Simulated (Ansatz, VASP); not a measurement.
**Two plane-wave programs on MnBe3**

```
CELL_PARAMETERS angstrom
3.25174 0.00000 0.00000
0.00000 3.25174 0.00000
0.00000 0.00000 3.25174
ATOMIC_POSITIONS crystal
Be 0.00000 0.50000 0.50000
Be 0.50000 0.00000 0.50000
Be 0.50000 0.50000 0.00000
Mn 0.00000 0.00000 0.00000
```

Alike in both runs: task single point; functional LDA; k mesh 7 × 7 × 7; occupations fermi-dirac, width 0.1 eV; collinear spin.

|  | VASP | Ansatz |
| --- | --- | --- |
| version | VASP 6.6.1 | Ansatz 0.2.0 |
| potentials or method | VASP PAW LDA potentials, release 64 (Be, Mn_pv) | plane waves, PAW |
| plane-wave cutoff (eV) | 520 | 420 |
| valence electrons in the cell | 19 | 21 |

Ansatz gave:

```
gap on the k mesh at the Fermi level (eV)                     : none
net moment per atom (μB)                                      : 0.21
size of the moment on the site where the two differ most (μB) : 0.88
```

Question: Which values does VASP return?

Answer: gap on the k mesh at the Fermi level (eV): none; net moment per atom (μB): 0.20; size of the moment on the site where the two differ most (μB): 0.86.

LDA's correlation is that of Perdew and Zunger in VASP and of Perdew and Wang (1992) in Ansatz. Site moments also hang on the region over which each program counts them. A gap of «none» marks a metal or a gap that the smearing closes. VASP's potentials hold 19 valence electrons a cell and Ansatz's 21, so a difference there can come from the potentials and not from the codes.
